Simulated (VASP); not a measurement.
# ZnSe (Stilleite) (F-43m) in VASP: further runs

The runs below take ZnSe (Stilleite) through single point, with PBEsol.

All numbers are computed with VASP 6.6.1; they aren't measurements. Logs are shortened: lines on timing, memory, paths and dates and some standing lists are left out, and cuts for length are marked.

### 1 The cell of the first run

Symmetry: F-43m, No. 216, cubic system. Conventional cell: a = 5.472 Å, b = 5.472 Å, c = 5.472 Å, α = 90.00°, β = 90.00°, γ = 90.00°. Zn (site symmetry -43m) has 4 Se at 2.37 Å within 3.1 Å. Se (site symmetry -43m) has 4 Zn at 2.37 Å within 3.1 Å.

### 2 Single point, PBEsol

Input file INCAR:

```
SYSTEM = ZnSe
ALGO = Normal ; EDIFF = 1E-7
ENCUT = 520 ; GGA = PS
ISIF = 2 ; ISMEAR = 0
LASPH = .TRUE. ; LCHARG = .TRUE.
LELF = .TRUE. ; LREAL = .FALSE.
LVHAR = .TRUE. ; LWAVE = .FALSE.
NBANDS = 16 ; NELM = 60
PREC = Accurate ; SIGMA = 0.01
```

Input file KPOINTS:

```
k-points
0
G
  6 6 6
  0 0 0
```

Input file POSCAR:

```
ZnSe
1.0
    0.0000000000      2.7360038181      2.7360038181
    2.7360038181      0.0000000000      2.7360038181
    2.7360038181      2.7360038181      0.0000000000
Zn Se
1 1
Direct
    0.0000000000      0.0000000000      0.0000000000
    0.2500000000      0.2500000000      0.2500000000
```

Potentials or basis: VASP PAW PBE potentials, release 64 (Zn, Se).

Launch:

```
cat potpaw_PBE.64/Zn/POTCAR potpaw_PBE.64/Se/POTCAR > POTCAR
mpirun -np 1 vasp_std > vasp.out
```

OUTCAR:

```text
SYSTEM = ZnSe
   EDIFF = 1E-7
   ENCUT = 520
   GGA = PS
   ISIF = 2
   ISMEAR = 0
   LASPH = .TRUE.
   LREAL = .FALSE.
   NELM = 60
   PREC = Accurate

 ion  position               nearest neighbor table
   1  0.000  0.000  0.000-   2 2.37   2 2.37   2 2.37   2 2.37
   2  0.250  0.250  0.250-   1 2.37   1 2.37   1 2.37   1 2.37

  LATTYP: Found a face centered cubic cell.
 ALAT       =     5.4720076362

  Lattice vectors:

 A1 = (   0.0000000000,   2.7360038181,   2.7360038181)
 A2 = (   2.7360038181,   0.0000000000,   2.7360038181)
 A3 = (   2.7360038181,   2.7360038181,   0.0000000000)

Analysis of symmetry for initial positions (statically):
=====================================================================
 Subroutine PRICEL returns:
 Original cell was already a primitive cell.

 Routine SETGRP: Setting up the symmetry group for a
 face centered cubic supercell.

 Subroutine GETGRP returns: Found 24 space group operations
 (whereof 24 operations were pure point group operations)
 out of a pool of 48 trial point group operations.

The static configuration has the point symmetry T_d .

Analysis of symmetry for dynamics (positions and initial velocities):
=====================================================================
 Subroutine PRICEL returns:
 Original cell was already a primitive cell.

 Routine SETGRP: Setting up the symmetry group for a
 face centered cubic supercell.

 Subroutine GETGRP returns: Found 24 space group operations
 (whereof 24 operations were pure point group operations)
 out of a pool of 48 trial point group operations.

The dynamic configuration has the point symmetry T_d .

 Subroutine INISYM returns: Found 24 space group operations
 (whereof 24 operations are pure point group operations),
 and found     1 'primitive' translations

----------------------------------------------------------------------------------------

                                     Primitive cell

  volume of cell :      40.9619

  direct lattice vectors                    reciprocal lattice vectors
     0.000000000  2.736003818  2.736003818    -0.182748283  0.182748283  0.182748283
     2.736003818  0.000000000  2.736003818     0.182748283 -0.182748283  0.182748283
     2.736003818  2.736003818  0.000000000     0.182748283  0.182748283 -0.182748283

  length of vectors
     3.869293706  3.869293706  3.869293706     0.316529311  0.316529311  0.316529311

  position of ions in fractional coordinates (direct lattice)
     0.000000000  0.000000000  0.000000000
     0.250000000  0.250000000  0.250000000

  ion indices of the primitive-cell ions
   primitive index   ion index
                 1           1
                 2           2

----------------------------------------------------------------------------------------

 KPOINTS: k-points

Automatic generation of k-mesh.
 Grid dimensions read from file:
 generate k-points for:    6    6    6

 Generating k-lattice:

  Cartesian coordinates                     Fractional coordinates (reciprocal lattice)
    -0.030458047  0.030458047  0.030458047     0.166666667  0.000000000  0.000000000
     0.030458047 -0.030458047  0.030458047     0.000000000  0.166666667  0.000000000
     0.030458047  0.030458047 -0.030458047     0.000000000  0.000000000  0.166666667

  Length of vectors
     0.052754885  0.052754885  0.052754885

  Shift w.r.t. Gamma in fractional coordinates (k-lattice)
     0.000000000  0.000000000  0.000000000

 Subroutine IBZKPT returns following result:
 ===========================================

 Found     16 irreducible k-points:

 Following reciprocal coordinates:
            Coordinates               Weight
  0.000000  0.000000  0.000000      1.000000
  0.166667  0.000000  0.000000      8.000000
  0.333333  0.000000  0.000000      8.000000
  0.500000  0.000000  0.000000      4.000000
  0.166667  0.166667  0.000000      6.000000
  0.333333  0.166667  0.000000     24.000000
[... 8 lines left out ...]
 -0.333333  0.333333  0.166667     24.000000
 -0.333333  0.500000  0.166667     12.000000
   k-points           NKPTS =     16   k-points in BZ     NKDIM =     16   number of bands    NBANDS=     16
   number of dos      NEDOS =    301   number of ions     NIONS =      2
   total plane-waves  NPLWV =  27000
   dimension x,y,z NGX =    30 NGY =   30 NGZ =   30
   dimension x,y,z NGXF=    60 NGYF=   60 NGZF=   60
   ions per type =               1   1
   NGX,Y,Z   is equivalent  to a cutoff of  12.89, 12.89, 12.89 a.u.
   NGXF,Y,Z  is equivalent  to a cutoff of  25.78, 25.78, 25.78 a.u.
 SYSTEM =  ZnSe
   PREC   = accura    normal or accurate (medium, high low for compatibility)
   ISTART =      0    job   : 0-new  1-cont  2-samecut
   ICHARG =      2    charge: 1-file 2-atom 10-const
   ISPIN  =      1    spin polarized calculation?
   LNONCOLLINEAR =      F non collinear calculations
   LSORBIT =      F    spin-orbit coupling
   LASPH  =      T    aspherical Exc in radial PAW
   ENCUT  =  520.0 eV  38.22 Ry    6.18 a.u.   7.19  7.19  7.19*2*pi/ulx,y,z
   NELM   =     60;   NELMIN=  2; NELMDL= -5     # of ELM steps
   EDIFF  = 0.1E-06   stopping-criterion for ELM
   LREAL  =      F    real-space projection
   EDIFFG = 0.1E-05   stopping-criterion for IOM
   NSW    =      0    number of steps for IOM
   IBRION =     -1    ionic relax: 0-MD 1-quasi-New 2-CG
   NFREE  =      0    steps in history (QN), initial steepest desc. (CG)
   ISIF   =      2    stress and relaxation
   ISYM   =      2    0-nonsym 1-usesym 2-fastsym
   POTIM  = 0.5000    time-step for ionic-motion
   TEBEG  =    0.0;   TEEND  =   0.0 temperature during run
   PSTRESS=    0.0 pullay stress
   NELECT =      18.0000    total number of electrons
   NUPDOWN=      -1.0000    fix difference up-down
   EMIN   =  10.00;   EMAX   =-10.00  energy-range for DOS
   EFERMI =   0.00;   METHOD = LEGACY
   ISMEAR =     0;   SIGMA  =   0.01  broadening in eV -4-tet -1-fermi 0-gaus
   EFERMI_NEDOS =   21; number of points for ismear=-14 and -15
   IALGO  =     38    algorithm
   IMIX   =      4    mixing-type and parameters
     AMIX     =   0.40;   BMIX     =  1.00
     AMIX_MAG =   1.60;   BMIX_MAG =  1.00
  volume/ion in A,a.u.               =      20.48       138.21
  Fermi-wavevector in a.u.,A,eV,Ry     =   1.244626  2.352003 21.076711  1.549095
  Thomas-Fermi vector in A             =   2.378885
   LORBIT       =      0    0 simple, 1 ext, 2 COOP (PROOUT), +10 PAW based schemes
   GGA     = PS    functional components
   LHFCALC =     F    Hartree Fock is set to
   AEXX    =    0.0000 exact exchange contribution
   IVDW    =     0    specifies the selected vdW correction
   LEPSILON=     F    determine dielectric tensor
   LRPA    =     F    only Hartree local field effects (RPA)
 non-spin polarized calculation
 Gauss-broadening in eV      SIGMA  =   0.01
  energy-cutoff  :      520.00
  volume of cell :       40.96
 maximum number of plane-waves:      1113
 NGX is ok and might be reduce to    30
   NGX = 15   NGY = 15   NGZ = 15

 number of electron      18.0000003 magnetization

 Free energy of the ion-electron system (eV)
  ---------------------------------------------------
  ext. energy  EPLUGINS =         0.00000000
  ---------------------------------------------------
  free energy    TOTEN  =        -6.68448501 eV

  energy without entropy =       -6.68448501  energy(sigma->0) =       -6.68448501

 E-fermi :   2.5581     XC(G=0): -10.0122

 val. band max:        2.4553641215   @ k =   0.0000   0.0000   0.0000
 cond. band min:       4.0595064063   @ k =   0.0000   0.0000   0.0000
 fundamental gap:      1.6041422848
 Fermi energy:         2.5581484382

 k-point     1 :       0.0000    0.0000    0.0000
  band No.  band energies     occupation
      1     -11.5711      2.00000
      2      -4.5545      2.00000
      3      -4.5545      2.00000
      4      -4.5545      2.00000
      5      -4.0803      2.00000
      6      -4.0803      2.00000
[... 8 lines left out ...]
     15      14.0996      0.00000
     16      14.0996      0.00000

 k-point     2 :       0.1667    0.0000    0.0000
  band No.  band energies     occupation
      1     -11.3568      2.00000
      2      -4.5532      2.00000
      3      -4.5209      2.00000
      4      -4.5209      2.00000
      5      -4.0831      2.00000
      6      -4.0831      2.00000
[... 8 lines left out ...]
     15      12.9402      0.00000
     16      13.5895      0.00000

 k-point     3 :       0.3333    0.0000    0.0000
  band No.  band energies     occupation
      1     -10.8655      2.00000
      2      -4.4651      2.00000
      3      -4.4651      2.00000
      4      -4.4155      2.00000
      5      -4.0724      2.00000
      6      -4.0724      2.00000
[... 8 lines left out ...]
     15      13.6419      0.00000
     16      13.6419      0.00000

 k-point     4 :       0.5000    0.0000    0.0000
  band No.  band energies     occupation
      1     -10.5767      2.00000
      2      -4.4455      2.00000
      3      -4.4455      2.00000
      4      -4.0561      2.00000
      5      -4.0561      2.00000
      6      -3.8858      2.00000
[... 8 lines left out ...]
     15      15.9372      0.00000
     16      15.9372      0.00000
[... 172 lines left out ...]
 k-point    14 :       0.5000    0.3333    0.1667
  band No.  band energies     occupation
      1     -10.5202      2.00000
      2      -4.4811      2.00000
      3      -4.3866      2.00000
      4      -4.2769      2.00000
      5      -4.0633      2.00000
      6      -4.0113      2.00000
[... 8 lines left out ...]
     15      15.7970      0.00000
     16      17.3758      0.00000

 k-point    15 :      -0.3333    0.3333    0.1667
  band No.  band energies     occupation
      1     -10.3215      2.00000
      2      -4.4372      2.00000
      3      -4.3468      2.00000
      4      -4.1345      2.00000
      5      -4.0962      2.00000
      6      -3.7751      2.00000
[... 8 lines left out ...]
     15      15.9397      0.00000
     16      17.0584      0.00000

 k-point    16 :      -0.3333    0.5000    0.1667
  band No.  band energies     occupation
      1     -10.2302      2.00000
      2      -4.4858      2.00000
      3      -4.2749      2.00000
      4      -4.1951      2.00000
      5      -4.0650      2.00000
      6      -3.7295      2.00000
[... 8 lines left out ...]
     15      16.7556      0.00000
     16      17.1038      0.00000

------------------------ aborting loop because EDIFF is reached ----------------------------------------

  FORCE on cell =-STRESS in cart. coord.  units (eV):
  Direction    XX          YY          ZZ          XY          YZ          ZX
  --------------------------------------------------------------------------------------
  -------------------------------------------------------------------------------------
  Total        1.8806980      1.8806980      1.8806980      0.0000000      0.0000000      0.0000000
  in kB       73.5613269     73.5613269     73.5613269      0.0000000      0.0000000      0.0000000
  external PRESSURE =      73.5613269 kB  Pullay stress =       0.0000000 kB

 VOLUME and BASIS-vectors are now :
 -----------------------------------------------------------------------------
  energy-cutoff  :      520.00
  volume of cell :       40.96
      direct lattice vectors                 reciprocal lattice vectors
     0.000000000  2.736003818  2.736003818    -0.182748283  0.182748283  0.182748283
     2.736003818  0.000000000  2.736003818     0.182748283 -0.182748283  0.182748283
     2.736003818  2.736003818  0.000000000     0.182748283  0.182748283 -0.182748283

 POSITION                                       TOTAL-FORCE (eV/Angst)
 -----------------------------------------------------------------------------------
      0.00000      0.00000      0.00000         0.000000      0.000000      0.000000
      1.36800      1.36800      1.36800        -0.000000     -0.000000     -0.000000
 -----------------------------------------------------------------------------------
    total drift:                                0.000000      0.000000      0.000000

  FREE ENERGIE OF THE ION-ELECTRON SYSTEM (eV)
  ---------------------------------------------------
  free  energy   TOTEN  =        -6.6844850073 eV

  energy  without entropy=       -6.6844850073  energy(sigma->0) =       -6.68448501
```

Run time: 10 s. Hardware: 1 thread of Intel Xeon 6975P-C, shared host; peak memory 0.17 GiB.

Results:

```
Free energy            : -6.6845 eV
Pressure               : 7.4 GPa
Band gap on the k mesh : 1.60 eV, direct
```

Caveat: the PAW data sets were made with another functional, which shifts forces and pressure a little.

### 3 Single point, PBEsol

This run uses another cell than the first one, of 21.05 Å³/atom, 1.028 times its volume.

Input file INCAR:

```
ALGO = Normal ; EDIFF = 1E-7
ENCUT = 520 ; GGA = PS
ISIF = 2 ; ISMEAR = 0
LASPH = T ; LCHARG = F
LREAL = F ; LWAVE = F
NBANDS = 16 ; NELM = 100
PREC = Accurate ; SIGMA = 0.01
```

Input file KPOINTS:

```
k-points
0
Gamma
  6 6 6
```

Input file POSCAR:

```
ZnSe
1.0
    0.0000000000      2.7611061727      2.7611061727
    2.7611061727      0.0000000000      2.7611061727
    2.7611061727      2.7611061727      0.0000000000
Zn Se
1 1
Direct
    0.0000000000      0.0000000000      0.0000000000
    0.2500000000      0.2500000000      0.2500000000
```

Potentials or basis: VASP PAW PBE potentials, release 64 (Zn, Se).

Launch:

```
cat potpaw_PBE.64/Zn/POTCAR potpaw_PBE.64/Se/POTCAR > POTCAR
mpirun -np 1 vasp_std > vasp.out
```

It took 8.6 s on 1 thread of Intel Xeon 6975P-C, shared host; peak memory 0.17 GiB.

It converged, with:

```
Free energy            : -6.7276 eV
Pressure               : 4.8 GPa
Band gap on the k mesh : 1.49 eV, direct
```

Levels at points of the mesh, in eV from the valence-band top:
```
           k point  band 7  band 8  band 9  band 10  band 11  band 12
(0.00, 0.00, 0.00)    0.00    0.00    0.00     1.49     5.69     5.69
(0.50, 0.00, 0.00)   -5.81   -1.00   -1.00     2.57     6.27     6.27
(0.50, 0.50, 0.00)   -5.14   -2.51   -2.51     2.64     3.34    11.21
```

Caveat: the PAW data sets were made with another functional, which shifts forces and pressure a little. Expect the measured gap to be larger: semilocal functionals such as PBEsol lack the derivative discontinuity.
